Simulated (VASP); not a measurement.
# SnS2 (P-3m1) in VASP: further runs

The runs below take SnS2 through relaxation of the atoms, with PBE.

Program: VASP 6.6.1. These are calculated values, not measurements. Logs are shortened: lines on timing, memory, paths and dates and some standing lists are left out, and cuts for length are marked.

## Step 1: The cell of the first run

It takes space group P-3m1 (No. 164, trigonal). Conventional cell: a = 3.605 Å, b = 3.605 Å, c = 5.351 Å, α = 90.00°, β = 90.00°, γ = 120.00°. Within 3.3 Å of Sn (site symmetry -3m) lie 6 S at 2.54 Å. S (site symmetry 3m) has 3 Sn at 2.54 Å and 3 S at 3.21 Å within 3.3 Å.

## Step 2: Relaxation of the atoms, PBE (z stretched by -2 %)

Contents of INCAR:

```
ALGO = Normal
EDIFF = 1E-7
EDIFFG = -0.02
ENCUT = 450
GGA = PE
GGA_COMPAT = F
IBRION = 2
ISIF = 2
ISMEAR = -1
LASPH = T
LCHARG = F
LREAL = F
LWAVE = F
NELM = 120
NELMIN = 4
NSW = 80
PREC = Accurate
SIGMA = 0.02
```

Contents of KPOINTS:

```
k-points
0
Gamma
  14 14 8
```

Contents of POSCAR:

```
SnS2
1.0
    3.6050000000      0.0000000000      0.0000000000
   -1.8025000000      3.1220215806      0.0000000000
    0.0000000000      0.0000000000      5.3508000000
Sn S
1 2
Direct
    0.0000000000      0.0000000000      0.0000000000
    0.6666666667      0.3333333333      0.7286993890
    0.3333333333      0.6666666667      0.2713006110
```

Potentials or basis: VASP PAW PBE potentials, release 64 (Sn_d, S).

Run with:

```sh
$ cat potpaw_PBE.64/Sn_d/POTCAR potpaw_PBE.64/S/POTCAR > POTCAR
$ mpirun -np 1 vasp_std > vasp.out
```

OUTCAR:

```text
EDIFF = 1E-7
   EDIFFG = -0.02
   ENCUT = 450
   GGA = PE
   IBRION = 2
   ISIF = 2
   ISMEAR = -1
   LASPH = T
   LREAL = F
   NELM = 120
   NELMIN = 4
   NSW = 80
   PREC = Accurate

 ion  position               nearest neighbor table
   1  0.000  0.000  0.000-   2 2.54   3 2.54   3 2.54   2 2.54   2 2.54   3 2.54
   2  0.667  0.333  0.729-   1 2.54   1 2.54   1 2.54
   3  0.333  0.667  0.271-   1 2.54   1 2.54   1 2.54

  LATTYP: Found a hexagonal cell.
 ALAT       =     3.6050000000
 C/A-ratio  =     1.4842718447

  Lattice vectors:

 A1 = (   3.6050000000,   0.0000000000,   0.0000000000)
 A2 = (  -1.8025000000,   3.1220215806,   0.0000000000)
 A3 = (   0.0000000000,   0.0000000000,   5.3508000000)

Analysis of symmetry for initial positions (statically):
=====================================================================
 Subroutine PRICEL returns:
 Original cell was already a primitive cell.

 Routine SETGRP: Setting up the symmetry group for a
 hexagonal supercell.

 Subroutine GETGRP returns: Found 12 space group operations
 (whereof 12 operations were pure point group operations)
 out of a pool of 24 trial point group operations.

The static configuration has the point symmetry D_3d.

Analysis of symmetry for dynamics (positions and initial velocities):
=====================================================================
 Subroutine PRICEL returns:
 Original cell was already a primitive cell.

 Routine SETGRP: Setting up the symmetry group for a
 hexagonal supercell.

 Subroutine GETGRP returns: Found 12 space group operations
 (whereof 12 operations were pure point group operations)
 out of a pool of 24 trial point group operations.

The dynamic configuration has the point symmetry D_3d.

 Subroutine INISYM returns: Found 12 space group operations
 (whereof 12 operations are pure point group operations),
 and found     1 'primitive' translations

----------------------------------------------------------------------------------------

                                     Primitive cell

  volume of cell :      60.2227

  direct lattice vectors                    reciprocal lattice vectors
     3.605000000  0.000000000  0.000000000     0.277392510  0.160152641  0.000000000
    -1.802500000  3.122021581  0.000000000     0.000000000  0.320305281  0.000000000
     0.000000000  0.000000000  5.350800000     0.000000000  0.000000000  0.186887942

  length of vectors
     3.605000000  3.605000000  5.350800000     0.320305281  0.320305281  0.186887942

  position of ions in fractional coordinates (direct lattice)
     0.000000000  0.000000000  0.000000000
     0.666666667  0.333333333  0.728699389
     0.333333333  0.666666667  0.271300611

  ion indices of the primitive-cell ions
   primitive index   ion index
                 1           1
                 2           2
                 3           3

----------------------------------------------------------------------------------------

 KPOINTS: k-points

Automatic generation of k-mesh.
 Grid dimensions read from file:
 generate k-points for:   14   14    8

 Generating k-lattice:

  Cartesian coordinates                     Fractional coordinates (reciprocal lattice)
     0.019813751  0.011439474  0.000000000     0.071428571 -0.000000000  0.000000000
     0.000000000  0.022878949  0.000000000     0.000000000  0.071428571  0.000000000
     0.000000000  0.000000000  0.023360993     0.000000000  0.000000000  0.125000000

  Length of vectors
     0.022878949  0.022878949  0.023360993

  Shift w.r.t. Gamma in fractional coordinates (k-lattice)
     0.000000000  0.000000000  0.000000000

 Subroutine IBZKPT returns following result:
 ===========================================

 Found    168 irreducible k-points:

 Following reciprocal coordinates:
            Coordinates               Weight
  0.000000  0.000000  0.000000      1.000000
  0.071429  0.000000  0.000000      6.000000
  0.142857 -0.000000  0.000000      6.000000
  0.214286 -0.000000  0.000000      6.000000
  0.285714  0.000000  0.000000      6.000000
  0.357143  0.000000  0.000000      6.000000
[... 16 lines left out ...]
  0.285714  0.285714  0.000000      6.000000
  0.357143  0.285714  0.000000      6.000000
 [... further k-points ...]
   k-points           NKPTS =    168   k-points in BZ     NKDIM =    168   number of bands    NBANDS=     17
   number of dos      NEDOS =    301   number of ions     NIONS =      3
   total plane-waves  NPLWV =  31360
   dimension x,y,z NGX =    28 NGY =   28 NGZ =   40
   dimension x,y,z NGXF=    56 NGYF=   56 NGZF=   80
   ions per type =               1   2
   NGX,Y,Z   is equivalent  to a cutoff of  12.91, 12.91, 12.43 a.u.
   NGXF,Y,Z  is equivalent  to a cutoff of  25.82, 25.82, 24.86 a.u.
 SYSTEM =  unknown system
   PREC   = accura    normal or accurate (medium, high low for compatibility)
   ISTART =      0    job   : 0-new  1-cont  2-samecut
   ICHARG =      2    charge: 1-file 2-atom 10-const
   ISPIN  =      1    spin polarized calculation?
   LNONCOLLINEAR =      F non collinear calculations
   LSORBIT =      F    spin-orbit coupling
   LASPH  =      T    aspherical Exc in radial PAW
   ENCUT  =  450.0 eV  33.07 Ry    5.75 a.u.   6.24  6.24  9.26*2*pi/ulx,y,z
   NELM   =    120;   NELMIN=  4; NELMDL= -5     # of ELM steps
   EDIFF  = 0.1E-06   stopping-criterion for ELM
   LREAL  =      F    real-space projection
   EDIFFG = -.2E-01   stopping-criterion for IOM
   NSW    =     80    number of steps for IOM
   IBRION =      2    ionic relax: 0-MD 1-quasi-New 2-CG
   NFREE  =      1    steps in history (QN), initial steepest desc. (CG)
   ISIF   =      2    stress and relaxation
   ISYM   =      2    0-nonsym 1-usesym 2-fastsym
   POTIM  = 0.5000    time-step for ionic-motion
   TEBEG  =    0.0;   TEEND  =   0.0 temperature during run
   PSTRESS=    0.0 pullay stress
   NELECT =      26.0000    total number of electrons
   NUPDOWN=      -1.0000    fix difference up-down
   EMIN   =  10.00;   EMAX   =-10.00  energy-range for DOS
   EFERMI =   0.00;   METHOD = LEGACY
   ISMEAR =    -1;   SIGMA  =   0.02  broadening in eV -4-tet -1-fermi 0-gaus
   EFERMI_NEDOS =   21; number of points for ismear=-14 and -15
   IALGO  =     38    algorithm
   IMIX   =      4    mixing-type and parameters
     AMIX     =   0.40;   BMIX     =  1.00
     AMIX_MAG =   1.60;   BMIX_MAG =  1.00
  volume/ion in A,a.u.               =      20.07       135.47
  Fermi-wavevector in a.u.,A,eV,Ry     =   1.237312  2.338181 20.829726  1.530942
  Thomas-Fermi vector in A             =   2.371885
   LORBIT       =      0    0 simple, 1 ext, 2 COOP (PROOUT), +10 PAW based schemes
   GGA     = PE    functional components
   LHFCALC =     F    Hartree Fock is set to
   AEXX    =    0.0000 exact exchange contribution
   IVDW    =     0    specifies the selected vdW correction
   LEPSILON=     F    determine dielectric tensor
   LRPA    =     F    only Hartree local field effects (RPA)
 conjugate gradient relaxation of ions
 non-spin polarized calculation
  energy-cutoff  :      450.00
  volume of cell :       60.22
 maximum number of plane-waves:      1324
 NGX is ok and might be reduce to    28
   NGX = 13   NGY = 13   NGZ = 19

--------------------------------------- Ionic step        1  -------------------------------------------

 number of electron      26.0000005 magnetization

 Free energy of the ion-electron system (eV)
  ---------------------------------------------------
  ext. energy  EPLUGINS =         0.00000000
  ---------------------------------------------------
  free energy    TOTEN  =       -12.91068475 eV

  energy without entropy =      -12.91068475  energy(sigma->0) =      -12.91068475

------------------------ aborting loop because EDIFF is reached ----------------------------------------

  FORCE on cell =-STRESS in cart. coord.  units (eV):
  Direction    XX          YY          ZZ          XY          YZ          ZX
  --------------------------------------------------------------------------------------
  -------------------------------------------------------------------------------------
  Total        3.5013759      3.5013759      3.8303621      0.0000000      0.0000000     -0.0000000
  in kB       93.1514103     93.1514103    101.9038336      0.0000000      0.0000000     -0.0000000
  external PRESSURE =      96.0688847 kB  Pullay stress =       0.0000000 kB
[... 59 lines left out ...]
  energy  without entropy=      -12.9159434004  energy(sigma->0) =      -12.91594340

--------------------------------------- Ionic step        3  -------------------------------------------

 number of electron      26.0000005 magnetization

 Free energy of the ion-electron system (eV)
  ---------------------------------------------------
  ext. energy  EPLUGINS =         0.00000000
  ---------------------------------------------------
  free energy    TOTEN  =       -12.91678224 eV

  energy without entropy =      -12.91678224  energy(sigma->0) =      -12.91678224

 E-fermi :   7.1578     XC(G=0): -10.3153

 val. band max:        6.7343789577   @ k =   0.0714   0.0000   0.0000
 cond. band min:       7.6074091482   @ k =   0.0000   0.4286   0.3750
 fundamental gap:      0.8730301905
 Fermi energy:         7.1577928713

 k-point     1 :       0.0000    0.0000    0.0000
  band No.  band energies     occupation
      1     -14.7724      2.00000
      2     -14.7724      2.00000
      3     -14.7246      2.00000
      4     -14.6925      2.00000
      5     -14.6925      2.00000
      6      -8.0543      2.00000
[... 9 lines left out ...]
     16      11.8509      0.00000
     17      11.8509      0.00000
[... 443 lines left out ...]
      1     -14.8109      2.00000
      2     -14.7862      2.00000
      3     -14.7013      2.00000
      4     -14.6851      2.00000
      5     -14.6649      2.00000
      6      -5.4677      2.00000
[... 9 lines left out ...]
     16      13.4495      0.00000
     17      13.7630      0.00000

 [... further k-points ...]

------------------------ aborting loop because EDIFF is reached ----------------------------------------

  FORCE on cell =-STRESS in cart. coord.  units (eV):
  Direction    XX          YY          ZZ          XY          YZ          ZX
  --------------------------------------------------------------------------------------
  -------------------------------------------------------------------------------------
  Total        3.2073720      3.2073720      3.2106780     -0.0000000      0.0000000     -0.0000000
  in kB       85.3296615     85.3296615     85.4176162     -0.0000000      0.0000000     -0.0000000
  external PRESSURE =      85.3589797 kB  Pullay stress =       0.0000000 kB
[... 18 lines left out ...]
  FREE ENERGIE OF THE ION-ELECTRON SYSTEM (eV)
  ---------------------------------------------------
  free  energy   TOTEN  =       -12.9167822350 eV

  energy  without entropy=      -12.9167822350  energy(sigma->0) =      -12.91678224

 reached required accuracy - stopping structural energy minimisation
```

It took 5.2 min on 1 thread of Intel Xeon Platinum 8488C (Sapphire Rapids), shared host; peak memory 0.28 GiB.

Results:

```yaml
Free_energy: -12.9168 eV
Energy_gained_by_relaxing: 2.0 meV/atom
Ionic_steps: 3
Pressure_after_relaxing: 8.5 GPa
Largest_force_after_relaxing: 0.004 eV/Å
Band_gap_on_the_k_mesh: 0.87 eV (least direct gap 1.58 eV)
```

Forces in eV/Å, atoms in the order of the input:
```
Sn   0.000  0.000  0.000
S    0.000  0.000  0.004
S    0.000  0.000 -0.004
```

The path:
| step | energy change (eV) | largest force (eV/Å) | pressure (GPa) |
| --- | --- | --- | --- |
| 1 | 0.0000 | 0.2827 | 9.61 |
| 2 | -0.0053 | 0.1046 | 8.94 |
| 3 | -0.0061 | 0.0039 | 8.54 |

Final structure:
```
Sn S
1.0
     3.60500    0.00000    0.00000
    -1.80250    3.12202    0.00000
     0.00000    0.00000    5.35080
Sn S
1 2
Direct
  0.00000 0.00000 0.00000
  0.66667 0.33333 0.72458
  0.33333 0.66667 0.27542
```

Levels at points of the mesh, in eV from the valence-band top:
```csv
k point,band 9,band 10,band 11,band 12,band 13,band 14,band 15,band 16,band 17
"(0.00, 0.00, 0.00)",-1.17,-1.17,-1.12,-1.12,-0.03,1.55,3.10,5.12,5.12
"(0.50, 0.00, 0.00)",-4.85,-3.92,-3.36,-2.20,-0.66,1.59,3.94,4.90,5.17
"(0.00, 0.00, 0.50)",-2.99,-1.44,-1.44,-0.70,-0.70,3.15,3.29,4.48,4.48
"(0.50, 0.00, 0.50)",-5.94,-2.89,-2.15,-1.60,-1.48,1.28,4.08,4.90,6.12
```

Caveat: the cell differs from its parent crystal (z stretched by -2 %); spin-orbit coupling is left out, which moves the levels of the heavy elements.

## Step 3: Relaxation of the atoms, PBE (z stretched by +3 %)

Contents of INCAR:

```
SYSTEM = SnS2
PREC = Accurate ; ENCUT = 450
EDIFF = 1E-7 ; ISMEAR = -1
SIGMA = 0.02 ; LREAL = .FALSE.
LASPH = .TRUE. ; NELM = 120
ALGO = Normal ; ISIF = 2
LWAVE = .FALSE. ; LCHARG = .FALSE.
GGA = PE ; IBRION = 2
NSW = 80 ; EDIFFG = -0.02
GGA_COMPAT = .FALSE. ; NELMIN = 4
```

Contents of KPOINTS:

```
regular mesh
0
G
  14 14 8
  0 0 0
```

POSCAR: that of step 2 with these lines changed.

```diff
@@ -4,3 +4,3 @@
    -1.8025000000      3.1220215806      0.0000000000
-    0.0000000000      0.0000000000      5.3508000000
+    0.0000000000      0.0000000000      5.6238000000
 Sn S
```

Potentials or basis: VASP PAW PBE potentials, release 64 (Sn_d, S).

Run with:

```sh
$ cat potpaw_PBE.64/Sn_d/POTCAR potpaw_PBE.64/S/POTCAR > POTCAR
$ mpirun -np 1 vasp_std > vasp.out
```

Wall time 2.6 min (1 thread of AMD EPYC 9R45 (Zen 5), shared host); peak memory 0.25 GiB.

It converged, with:

```
Free energy                  : -13.0444 eV
Energy gained by relaxing    : 5.3 meV/atom
Ionic steps                  : 3
Pressure after relaxing      : 5.9 GPa
Largest force after relaxing : 0.004 eV/Å
Band gap on the k mesh       : 1.15 eV (least direct gap 1.89 eV)
```

Forces on the atoms (eV/Å):
```
Sn   0.000  0.000  0.000
S    0.000  0.000  0.004
S    0.000  0.000 -0.004
```

Stress tensor (GPa, compression positive):
```
6.43 0.00 0.00
0.00 6.43 0.00
0.00 0.00 4.88
```

The path:
| step | energy change (eV) | largest force (eV/Å) | pressure (GPa) |
| --- | --- | --- | --- |
| 1 | 0.0000 | 0.4322 | 4.28 |
| 2 | -0.0130 | 0.1883 | 5.20 |
| 3 | -0.0160 | 0.0043 | 5.91 |

Final structure:
```cif
data_structure
_symmetry_space_group_name_H-M 'P 1'
_symmetry_Int_Tables_number 1
_cell_length_a 3.6050
_cell_length_b 3.6050
_cell_length_c 5.6238
_cell_angle_alpha 90.000
_cell_angle_beta 90.000
_cell_angle_gamma 120.000
_cell_volume 63.30
loop_
_atom_site_label
_atom_site_type_symbol
_atom_site_fract_x
_atom_site_fract_y
_atom_site_fract_z
_atom_site_occupancy
Sn1 Sn 0.00000 0.00000 0.00000 1
S1 S 0.66667 0.33333 0.73512 1
S2 S 0.33333 0.66667 0.26488 1
```

Levels at points of the mesh, in eV from the valence-band top:
| k point | band 11 | band 12 | band 13 | band 14 | band 15 | band 16 |
| --- | --- | --- | --- | --- | --- | --- |
| (0.00, 0.00, 0.00) | -0.62 | -0.62 | -0.03 | 1.86 | 3.53 | 5.39 |
| (0.50, 0.00, 0.00) | -2.83 | -1.61 | -0.42 | 1.71 | 4.25 | 5.44 |
| (0.00, 0.00, 0.50) | -0.96 | -0.36 | -0.36 | 3.28 | 3.65 | 4.97 |
| (0.50, 0.00, 0.50) | -1.99 | -1.08 | -1.03 | 1.35 | 4.37 | 5.18 |

Caveat: the cell differs from its parent crystal (z stretched by +3 %); spin-orbit coupling is left out, which moves the levels of the heavy elements. A k mesh can miss the band edges.
